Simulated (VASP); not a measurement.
The system is N.

```xyz
4
Lattice="3.5804 0.0000 0.0000 -1.7902 3.1007 0.0000 0.0000 0.0000 7.6415" Properties=species:S:1:pos:R:3 pbc="T T T"
N     0.0000    2.0672    2.4573
N     0.0000    2.0672    1.3635
N     1.7902    1.0336    6.2780
N     1.7902    1.0336    5.1842
```

Base run:

- Program: VASP 6.6.1
- Functional: PBE
- Potentials or basis: VASP PAW PBE potentials, release 64 (N)
- Cutoff: 520 eV
- k mesh: 6 × 6 × 2
- Occupations: gaussian, width 0.01 eV
- Spin: no spin polarisation

Its results: band gap on the k mesh 7.03 eV, indirect (least direct gap 7.08 eV); pressure 4.9 GPa; largest force 3.130 eV/Å.

Problem. After a change of settings the same cell gave: band gap on the k mesh 6.85 eV, indirect (least direct gap 6.90 eV); pressure 1.6 GPa; largest force 1.577 eV/Å. Which change was it?
A. functional from PBE to LDA; potentials or basis from VASP PAW PBE potentials, release 64 (N) to VASP PAW LDA potentials, release 64 (N)
B. functional from PBE to r2SCAN; further incar settings from ALGO = Normal; EDIFF = 1e-06; NBANDS = 18 to ALGO = Normal; EDIFF = 1e-07; NBANDS = 18
C. functional from PBE to r2SCAN

Solution. A.

Caveats: the standard files for N, O and F lose accuracy on very short bonds; forces of over 1 eV/Å act on the atoms, so gaps and moduli don't describe the material at rest.
